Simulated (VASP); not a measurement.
# Ca: single point with revPBE

The system is Ca.

```xyz
1
Lattice="0.0000 2.6837 2.6837 2.6837 0.0000 2.6837 2.6837 2.6837 0.0000" Properties=species:S:1:pos:R:3 pbc="T T T"
Ca    0.0000    0.0000    0.0000
```

This cell differs from its parent crystal: volume scaled by 0.88.

```yaml
Program: VASP 6.6.1
Task: single point
Functional: revPBE
Potentials_or_basis: VASP PAW PBE potentials, release 64 (Ca_sv)
Cutoff: 520 eV
k_mesh: 16 × 16 × 16
Occupations: fermi-dirac, width 0.1 eV
Spin: no spin polarisation
```

* Pressure: 2.6 GPa
* Band gap on the k mesh: zero (band 5 reaches 2.55 eV, above the bottom of band 6 at 2.30 eV)

Levels at points of the mesh, in eV from the Fermi level:
```csv
k point,band 2,band 3,band 4,band 5,band 6,band 7,band 8,band 9
"(0.00, 0.00, 0.00)",-22.76,-22.76,-22.76,-4.18,2.49,2.49,2.49,3.68
"(0.50, 0.00, 0.00)",-22.95,-22.79,-22.79,-1.00,-0.11,2.36,2.36,4.44
"(0.50, 0.50, 0.00)",-22.94,-22.83,-22.83,-0.54,0.55,1.13,4.43,4.64
```

Run time: 25 s on 1 thread of Intel(R) Xeon(R) Platinum 8559C (Emerald Rapids), on a shared host, peak memory 0.19 GiB.

Caveat: the PAW data sets were made with another functional, which shifts forces and pressure a little.
